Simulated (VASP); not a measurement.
# Sn (Im-3m) in VASP: notebook

Runs on Sn. Level: PBEsol. Tasks: single point, relaxation of cell and atoms.

Everything below comes from runs of VASP 6.6.1. Logs are shortened: lines on timing, memory, paths and dates and some standing lists are left out, and cuts for length are marked.

## 1. The cell of the first run

It takes space group Im-3m (No. 229, cubic). The conventional cell has a = 3.483 Å, b = 3.483 Å, c = 3.483 Å, α = 90.00°, β = 90.00°, γ = 90.00°. Within 4.0 Å of Sn (site symmetry m-3m) lie 14 Sn at 3.02 to 3.48 Å.

## 2. Single point, PBEsol

File INCAR:

```
PREC = Accurate
ENCUT = 500
EDIFF = 1E-6
ISMEAR = 0
SIGMA = 0.05
LREAL = F
LASPH = T
NELM = 120
ALGO = Normal
ISIF = 2
LWAVE = F
LCHARG = F
GGA = PS
NBANDS = 13
GGA_COMPAT = F
```

File KPOINTS:

```
regular mesh
0
Gamma
  8 8 8
```

File POSCAR:

```
Sn
1.0
    1.7416621649      1.7416621649      1.7416621649
   -1.7416621649      1.7416621649      1.7416621649
   -1.7416621649     -1.7416621649      1.7416621649
Sn
1
Direct
    0.0000000000      0.0000000000      0.0000000000
```

Potentials or basis: VASP PAW PBE potentials, release 64 (Sn_d).

Launch:

```bash
> cat potpaw_PBE.64/Sn_d/POTCAR > POTCAR
> mpirun -np 1 vasp_std > vasp.out
```

OUTCAR:

```text
PREC = Accurate
   ENCUT = 500
   EDIFF = 1E-6
   ISMEAR = 0
   LREAL = F
   LASPH = T
   NELM = 120
   ISIF = 2
   GGA = PS

 ion  position               nearest neighbor table
   1  0.000  0.000  0.000-

  LATTYP: Found a body centered cubic cell.
 ALAT       =     3.4833243298

  Lattice vectors:

 A1 = (   1.7416621649,  -1.7416621649,  -1.7416621649)
 A2 = (   1.7416621649,   1.7416621649,   1.7416621649)
 A3 = (  -1.7416621649,  -1.7416621649,   1.7416621649)

Analysis of symmetry for initial positions (statically):
=====================================================================
 Subroutine PRICEL returns:
 Original cell was already a primitive cell.

 Routine SETGRP: Setting up the symmetry group for a
 body centered cubic supercell.

 Subroutine GETGRP returns: Found 48 space group operations
 (whereof 48 operations were pure point group operations)
 out of a pool of 48 trial point group operations.

The static configuration has the point symmetry O_h .

Analysis of symmetry for dynamics (positions and initial velocities):
=====================================================================
 Subroutine PRICEL returns:
 Original cell was already a primitive cell.

 Routine SETGRP: Setting up the symmetry group for a
 body centered cubic supercell.

 Subroutine GETGRP returns: Found 48 space group operations
 (whereof 48 operations were pure point group operations)
 out of a pool of 48 trial point group operations.

The dynamic configuration has the point symmetry O_h .

 Subroutine INISYM returns: Found 48 space group operations
 (whereof 48 operations are pure point group operations),
 and found     1 'primitive' translations

----------------------------------------------------------------------------------------

                                     Primitive cell

  volume of cell :      21.1325

  direct lattice vectors                    reciprocal lattice vectors
     1.741662165  1.741662165  1.741662165     0.287082082  0.000000000  0.287082082
    -1.741662165  1.741662165  1.741662165    -0.287082082  0.287082082  0.000000000
    -1.741662165 -1.741662165  1.741662165     0.000000000 -0.287082082  0.287082082

  length of vectors
     3.016647359  3.016647359  3.016647359     0.405995374  0.405995374  0.405995374

  position of ions in fractional coordinates (direct lattice)
     0.000000000  0.000000000  0.000000000

  ion indices of the primitive-cell ions
   primitive index   ion index
                 1           1

----------------------------------------------------------------------------------------

 KPOINTS: regular mesh

Automatic generation of k-mesh.
 Grid dimensions read from file:
 generate k-points for:    8    8    8

 Generating k-lattice:

  Cartesian coordinates                     Fractional coordinates (reciprocal lattice)
     0.035885260  0.000000000  0.035885260     0.125000000  0.000000000  0.000000000
    -0.035885260  0.035885260  0.000000000     0.000000000  0.125000000  0.000000000
     0.000000000 -0.035885260  0.035885260     0.000000000  0.000000000  0.125000000

  Length of vectors
     0.050749422  0.050749422  0.050749422

  Shift w.r.t. Gamma in fractional coordinates (k-lattice)
     0.000000000  0.000000000  0.000000000

 Subroutine IBZKPT returns following result:
 ===========================================

 Found     29 irreducible k-points:

 Following reciprocal coordinates:
            Coordinates               Weight
  0.000000  0.000000  0.000000      1.000000
  0.125000  0.000000  0.000000     12.000000
  0.250000  0.000000  0.000000     12.000000
  0.375000  0.000000  0.000000     12.000000
  0.500000  0.000000  0.000000      6.000000
  0.250000  0.125000  0.000000     24.000000
[... 16 lines left out ...]
  0.375000  0.250000  0.250000     24.000000
  0.500000  0.250000  0.250000     12.000000
 [... further k-points ...]
   k-points           NKPTS =     29   k-points in BZ     NKDIM =     29   number of bands    NBANDS=     13
   number of dos      NEDOS =    301   number of ions     NIONS =      1
   total plane-waves  NPLWV =  13824
   dimension x,y,z NGX =    24 NGY =   24 NGZ =   24
   dimension x,y,z NGXF=    48 NGYF=   48 NGZF=   48
   ions per type =               1
   NGX,Y,Z   is equivalent  to a cutoff of  13.23, 13.23, 13.23 a.u.
   NGXF,Y,Z  is equivalent  to a cutoff of  26.45, 26.45, 26.45 a.u.
 SYSTEM =  unknown system
   PREC   = accura    normal or accurate (medium, high low for compatibility)
   ISTART =      0    job   : 0-new  1-cont  2-samecut
   ICHARG =      2    charge: 1-file 2-atom 10-const
   ISPIN  =      1    spin polarized calculation?
   LNONCOLLINEAR =      F non collinear calculations
   LSORBIT =      F    spin-orbit coupling
   LASPH  =      T    aspherical Exc in radial PAW
   ENCUT  =  500.0 eV  36.75 Ry    6.06 a.u.   5.50  5.50  5.50*2*pi/ulx,y,z
   NELM   =    120;   NELMIN=  2; NELMDL= -5     # of ELM steps
   EDIFF  = 0.1E-05   stopping-criterion for ELM
   LREAL  =      F    real-space projection
   EDIFFG = 0.1E-04   stopping-criterion for IOM
   NSW    =      0    number of steps for IOM
   IBRION =     -1    ionic relax: 0-MD 1-quasi-New 2-CG
   NFREE  =      0    steps in history (QN), initial steepest desc. (CG)
   ISIF   =      2    stress and relaxation
   ISYM   =      2    0-nonsym 1-usesym 2-fastsym
   POTIM  = 0.5000    time-step for ionic-motion
   TEBEG  =    0.0;   TEEND  =   0.0 temperature during run
   PSTRESS=    0.0 pullay stress
   NELECT =      14.0000    total number of electrons
   NUPDOWN=      -1.0000    fix difference up-down
   EMIN   =  10.00;   EMAX   =-10.00  energy-range for DOS
   EFERMI =   0.00;   METHOD = LEGACY
   ISMEAR =     0;   SIGMA  =   0.05  broadening in eV -4-tet -1-fermi 0-gaus
   EFERMI_NEDOS =   21; number of points for ismear=-14 and -15
   IALGO  =     38    algorithm
   IMIX   =      4    mixing-type and parameters
     AMIX     =   0.40;   BMIX     =  1.00
     AMIX_MAG =   1.60;   BMIX_MAG =  1.00
  volume/ion in A,a.u.               =      21.13       142.61
  Fermi-wavevector in a.u.,A,eV,Ry     =   1.427141  2.696906 27.711419  2.036732
  Thomas-Fermi vector in A             =   2.547343
   LORBIT       =      0    0 simple, 1 ext, 2 COOP (PROOUT), +10 PAW based schemes
   GGA     = PS    functional components
   LHFCALC =     F    Hartree Fock is set to
   AEXX    =    0.0000 exact exchange contribution
   IVDW    =     0    specifies the selected vdW correction
   LEPSILON=     F    determine dielectric tensor
   LRPA    =     F    only Hartree local field effects (RPA)
 non-spin polarized calculation
 Gauss-broadening in eV      SIGMA  =   0.05
  energy-cutoff  :      500.00
  volume of cell :       21.13
 maximum number of plane-waves:       555
 NGX is ok and might be reduce to    24
   NGX = 11   NGY = 11   NGZ = 11

 number of electron      14.0000008 magnetization

 Free energy of the ion-electron system (eV)
  ---------------------------------------------------
  ext. energy  EPLUGINS =         0.00000000
  ---------------------------------------------------
  free energy    TOTEN  =        -3.96071370 eV

  energy without entropy =       -3.96000134  energy(sigma->0) =       -3.96035752

 E-fermi :  11.4102     XC(G=0): -11.7443

 val. band max:       11.3311989565   @ k =   0.3750   0.1250  -0.0000
 cond. band min:      11.4749664955   @ k =   0.5000   0.2500   0.1250
 fundamental gap:      0.1437675390
 Fermi energy:        11.4102202582

 k-point     1 :       0.0000    0.0000    0.0000
  band No.  band energies     occupation
      1     -10.3394      2.00000
      2     -10.3394      2.00000
      3     -10.3394      2.00000
      4     -10.0482      2.00000
      5     -10.0482      2.00000
      6      -1.8225      2.00000
      7      21.9628      0.00000
      8      21.9628      0.00000
      9      21.9628      0.00000
     10      23.9150      0.00000
     11      23.9150      0.00000
     12      23.9150      0.00000
     13      26.2298      0.00000

 k-point     2 :       0.1250    0.0000    0.0000
  band No.  band energies     occupation
      1     -10.3553      2.00000
      2     -10.3226      2.00000
      3     -10.2731      2.00000
      4     -10.0647      2.00000
      5     -10.0493      2.00000
      6      -1.4023      2.00000
      7      18.4859      0.00000
      8      20.2806      0.00000
      9      20.9797      0.00000
     10      22.6487      0.00000
     11      22.8282      0.00000
     12      23.9181      0.00000
     13      27.0887      0.00000

 k-point     3 :       0.2500    0.0000    0.0000
  band No.  band energies     occupation
      1     -10.3937      2.00000
      2     -10.3044      2.00000
      3     -10.1095      2.00000
      4     -10.0878      2.00000
      5     -10.0517      2.00000
      6      -0.1265      2.00000
      7      13.4533      0.00000
      8      18.0080      0.00000
      9      19.2380      0.00000
     10      21.6101      0.00000
     11      21.7073      0.00000
     12      25.1507      0.00000
     13      27.7818      0.00000

 k-point     4 :       0.3750    0.0000    0.0000
  band No.  band energies     occupation
      1     -10.4318      2.00000
      2     -10.3269      2.00000
      3     -10.0769      2.00000
      4     -10.0536      2.00000
      5      -9.9407      2.00000
      6       2.0174      2.00000
      7       8.9221      2.00000
      8      16.4435      0.00000
      9      18.0189      0.00000
     10      20.8701      0.00000
     11      21.1614      0.00000
     12      27.2276      0.00000
     13      28.4126      0.00000

 k-point     5 :       0.5000    0.0000    0.0000
  band No.  band energies     occupation
      1     -10.4476      2.00000
      2     -10.3459      2.00000
      3     -10.0642      2.00000
      4     -10.0543      2.00000
      5      -9.8691      2.00000
      6       4.6302      2.00000
      7       5.5002      2.00000
      8      15.8920      0.00000
      9      17.5952      0.00000
     10      20.6255      0.00000
     11      20.9915      0.00000
     12      28.7484      0.00000
     13      28.9110      0.00000
[... 257 lines left out ...]
 k-point    22 :       0.2500    0.2500    0.2500
  band No.  band energies     occupation
      1     -10.2310      2.00000
      2     -10.1715      2.00000
      3     -10.1715      2.00000
      4     -10.1263      2.00000
      5     -10.1253      2.00000
      6       1.5654      2.00000
      7      14.3548      0.00000
      8      14.3548      0.00000
      9      14.8412      0.00000
     10      17.5362      0.00000
     11      27.2116      0.00000
     12      27.2116      0.00000
     13      27.6588      0.00000

 k-point    23 :       0.3750    0.2500    0.2500
  band No.  band energies     occupation
      1     -10.2960      2.00000
      2     -10.2072      2.00000
      3     -10.1779      2.00000
      4     -10.0861      2.00000
      5      -9.9669      2.00000
      6       3.6730      2.00000
      7      10.4409      2.00000
      8      12.9519      0.00000
      9      14.8642      0.00000
     10      17.9664      0.00000
     11      23.8150      0.00000
     12      26.4435      0.00000
     13      27.5024      0.00000

 k-point    24 :       0.5000    0.2500    0.2500
  band No.  band energies     occupation
      1     -10.3187      2.00000
      2     -10.2448      2.00000
      3     -10.1882      2.00000
      4     -10.0519      2.00000
      5      -9.8913      2.00000
      6       6.0949      2.00000
      7       7.2776      2.00000
      8      12.4576      0.00000
      9      14.7105      0.00000
     10      20.0057      0.00000
     11      20.8649      0.00000
     12      26.1030      0.00000
     13      27.2839      0.00000

 [... further k-points ...]

------------------------ aborting loop because EDIFF is reached ----------------------------------------

  FORCE on cell =-STRESS in cart. coord.  units (eV):
  Direction    XX          YY          ZZ          XY          YZ          ZX
  --------------------------------------------------------------------------------------
  -------------------------------------------------------------------------------------
  Total        2.6362062      2.6362062      2.6362062      0.0000000      0.0000000      0.0000000
  in kB      199.8656751    199.8656751    199.8656751      0.0000000      0.0000000      0.0000000
  external PRESSURE =     199.8656751 kB  Pullay stress =       0.0000000 kB

 VOLUME and BASIS-vectors are now :
 -----------------------------------------------------------------------------
  energy-cutoff  :      500.00
  volume of cell :       21.13
      direct lattice vectors                 reciprocal lattice vectors
     1.741662165  1.741662165  1.741662165     0.287082082  0.000000000  0.287082082
    -1.741662165  1.741662165  1.741662165    -0.287082082  0.287082082  0.000000000
    -1.741662165 -1.741662165  1.741662165     0.000000000 -0.287082082  0.287082082

 POSITION                                       TOTAL-FORCE (eV/Angst)
 -----------------------------------------------------------------------------------
      0.00000      0.00000      0.00000        -0.000000      0.000000      0.000000
 -----------------------------------------------------------------------------------
    total drift:                                0.000000     -0.000000      0.000000

  FREE ENERGIE OF THE ION-ELECTRON SYSTEM (eV)
  ---------------------------------------------------
  free  energy   TOTEN  =        -3.9607137022 eV

  energy  without entropy=       -3.9600013378  energy(sigma->0) =       -3.96035752
```

It took 4.6 s on 1 thread of Intel Xeon 6975P-C, shared host; peak memory 0.14 GiB.

Results:

```
Free energy            : -3.9607 eV
Pressure               : 20.0 GPa
Band gap on the k mesh : zero (band 7 reaches 21.96 eV, above the bottom of band 8 at 8.22 eV)
```

Caveat: the PAW data sets were made with another functional, which shifts forces and pressure a little; spin-orbit coupling is left out, which moves the levels of the heavy elements.

## 3. Single point, PBEsol

This run uses another cell than the first one, of 26.10 Å³/atom, 1.235 times its volume.

File INCAR:

```
SYSTEM = Sn
ALGO = Normal ; EDIFF = 1E-6
ENCUT = 500 ; GGA = PS
GGA_COMPAT = .FALSE. ; ISIF = 2
ISMEAR = 0 ; LASPH = .TRUE.
LCHARG = .FALSE. ; LREAL = .FALSE.
LWAVE = .FALSE. ; NBANDS = 13
NELM = 120 ; PREC = Accurate
SIGMA = 0.05
```

File KPOINTS:

```
k-points
0
G
  8 8 8
  0 0 0
```

File POSCAR:

```
Sn
1.0
    1.8685563003      1.8685563003      1.8685563003
   -1.8685563003      1.8685563003      1.8685563003
   -1.8685563003     -1.8685563003      1.8685563003
Sn
1
Direct
    0.0000000000      0.0000000000      0.0000000000
```

Potentials or basis: VASP PAW PBE potentials, release 64 (Sn_d).

Launch:

```bash
> cat potpaw_PBE.64/Sn_d/POTCAR > POTCAR
> mpirun -np 1 vasp_std > vasp.out
```

It took 5.1 s on 1 thread of Intel Xeon 6975P-C, shared host; peak memory 0.14 GiB.

It converged, with:

```yaml
Free_energy: -4.2129 eV
Pressure: -0.1 GPa
Band_gap_on_the_k_mesh: zero (band 7 reaches 16.76 eV, above the bottom of band 8 at 6.00 eV)
```

Levels at points of the mesh, in eV from the Fermi level:
```
           k point  band 3  band 4  band 5  band 6  band 7  band 8  band 9  band 10  band 11  band 12
(0.00, 0.00, 0.00)  -21.39  -21.23  -21.23  -11.31    8.43    8.43    8.43    12.30    12.30    12.30
(0.50, 0.00, 0.00)  -21.24  -21.23  -21.13   -6.38   -4.55    3.83    5.66     8.29     8.50    15.43
(0.50, 0.50, 0.50)  -21.15  -21.15  -21.15   -2.17   -0.44   -0.44   -0.44     3.92     3.92    18.54
```

Caveat: the PAW data sets were made with another functional, which shifts forces and pressure a little; spin-orbit coupling is left out, which moves the levels of the heavy elements.

(Part 1 of 2 ends here.)
